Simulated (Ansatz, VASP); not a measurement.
**LaO4 in VASP and in Ansatz**

The input INCAR:

```
SYSTEM = LaO4
  ALGO = Normal
  EDIFF = 1E-7
  EDIFFG = -0.04
  ENCUT = 600
  GGA = PE
  IBRION = 2
  ISIF = 3
  ISMEAR = 0
  LASPH = .True.
  LCHARG = .False.
  LREAL = .False.
  LWAVE = .False.
  NELM = 80
  NSW = 90
  PREC = Accurate
  SIGMA = 0.1
```

KPOINTS

```
k-points
0
Gamma
  4 4 4
  0 0 0
```

POSCAR

```
LaO4
1.0
   -2.6776322200      2.6776322200      2.6776322200
    2.6776322200     -2.6776322200      2.6776322200
    2.6776322200      2.6776322200     -2.6776322200
La O
1 4
Direct
    0.0000000000      0.0000000000      0.0000000000
    0.0000000000      0.6305807800      0.0000000000
    0.3694192200      0.3694192200      0.3694192200
    0.0000000000      0.0000000000      0.6305807800
    0.6305807800      0.0000000000      0.0000000000
```

Input for Ansatz:

```yaml
crystal:
  lattice:
    - [-2.67763222, 2.67763222, 2.67763222]
    - [2.67763222, -2.67763222, 2.67763222]
    - [2.67763222, 2.67763222, -2.67763222]
  atoms:
    - { symbol: La, position: [0.0, 0.0, 0.0] }
    - { symbol: O, position: [0.0, 0.63058078, 0.0] }
    - { symbol: O, position: [0.36941922, 0.36941922, 0.36941922] }
    - { symbol: O, position: [0.0, 0.0, 0.63058078] }
    - { symbol: O, position: [0.63058078, 0.0, 0.0] }
basis:
  ecutwfc: 420
kpoints:
  mp_grid: { grid: [4, 4, 4] }
hamiltonian:
  xc: pbe
scf:
  occupations: { method: gaussian, width: 0.1 }
  lower_state_search: "off"
output:
  forces: true
  stress: true
  eigenvalues: true
relax:
  adjacent_minimum: "off"
  f_tol: 0.04
  max_steps: 70
  cell: { stress_tol: 0.4 }
```

Change from the starting cell: species swapped into the GeF4 type (I-43m, No. 217).

Alike in both runs: task relaxation of cell and atoms; functional PBE; k mesh 4 × 4 × 4; occupations gaussian, width 0.1 eV; no spin polarisation.

|  | VASP | Ansatz |
| --- | --- | --- |
| version | VASP 6.6.1 | Ansatz 0.2.0 |
| potentials or method | VASP PAW PBE potentials, release 64 (La, O), cutoff 600 eV | scalar-relativistic, plane waves, PAW |
| valence electrons in the cell | 35 | 35 |

Ansatz gave:

```
gap on the k mesh at the Fermi level, each at its own relaxed structure (eV) : none
relaxed volume (Å³/atom)                                                     : 16.73
relaxed cell length with the largest relative difference (Å)                 : 4.772
```

Which values does VASP return?

gap on the k mesh at the Fermi level, each at its own relaxed structure (eV): none; relaxed volume (Å³/atom): 16.78; relaxed cell length with the largest relative difference (Å): 4.777.

A gap of «none» marks a metal or a gap that the smearing closes.

The k mesh is coarse, so the values compare programs but aren't converged. Spin-orbit coupling is off throughout.
